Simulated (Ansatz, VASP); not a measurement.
**Two plane-wave programs on Co**

File INCAR:

```
  PREC = Accurate
  ENCUT = 520
  EDIFF = 1E-6
  ISMEAR = -1
  SIGMA = 0.1
  LREAL = F
  LASPH = T
  NELM = 150
  ALGO = Normal
  ISIF = 2
  LWAVE = F
  LCHARG = F
  ISPIN = 2
  MAGMOM = 3 3
  LORBIT = 11
  LMAXMIX = 4
  GGA = PE
  NBANDS = 20
```

Contents of KPOINTS:

```
Automatic mesh
0
Gamma
  7 14 14
```

Contents of POSCAR:

```
Co
1.0
    0.0000000000      3.5921000000      3.5921000000
    1.7960500000      0.0000000000      1.7960500000
    1.7960500000      1.7960500000      0.0000000000
Co
2
Direct
    0.0000000000      0.0000000000      0.0000000000
    0.5000000000      0.0000000000      0.0000000000
```

Input for Ansatz:

```yaml
crystal:
  lattice:
    - [0.0, 3.5921, 3.5921]
    - [1.79605, 0.0, 1.79605]
    - [1.79605, 1.79605, 0.0]
  atoms:
    - { symbol: Co, position: [0.0, 0.0, 0.0], spin: 3.0 }
    - { symbol: Co, position: [0.5, 0.0, 0.0], spin: 3.0 }
magnetization:
  spin_polarized: true
hamiltonian:
  xc: pbe
  pseudopotentials: { kind: paw }
basis:
  ecutwfc: 420
kpoints:
  mp_grid: { grid: [7, 14, 14] }
scf:
  occupations: { method: fermi_dirac, width: 0.1 }
output:
  forces: true
  stress: true
```

Alike in both runs: task single point; functional PBE; k mesh 7 × 14 × 14; occupations fermi-dirac, width 0.1 eV; collinear spin.

```csv
,VASP,Ansatz
version,VASP 6.6.1,Ansatz 0.2.0
potentials or method,"VASP PAW PBE potentials, release 64 (Co), cutoff 520 eV","PAW, plane waves, scalar-relativistic"
valence electrons in the cell,18,34
```

Ansatz gave:

```
pressure (GPa)                                                : -10.3
net moment per atom (μB)                                      : 1.71
size of the moment on the site where the two differ most (μB) : 1.79
```

What did VASP give for the same quantities?

Pressure (GPa): -10.8; net moment per atom (μB): 1.70; size of the moment on the site where the two differ most (μB): 1.73.

Site moments also hang on the region over which each program counts them. With one functional, cell and mesh, what is left measures potentials, basis and numerics. VASP's potentials hold 18 valence electrons a cell and Ansatz's 34, so a difference there can come from the potentials and not from the codes.
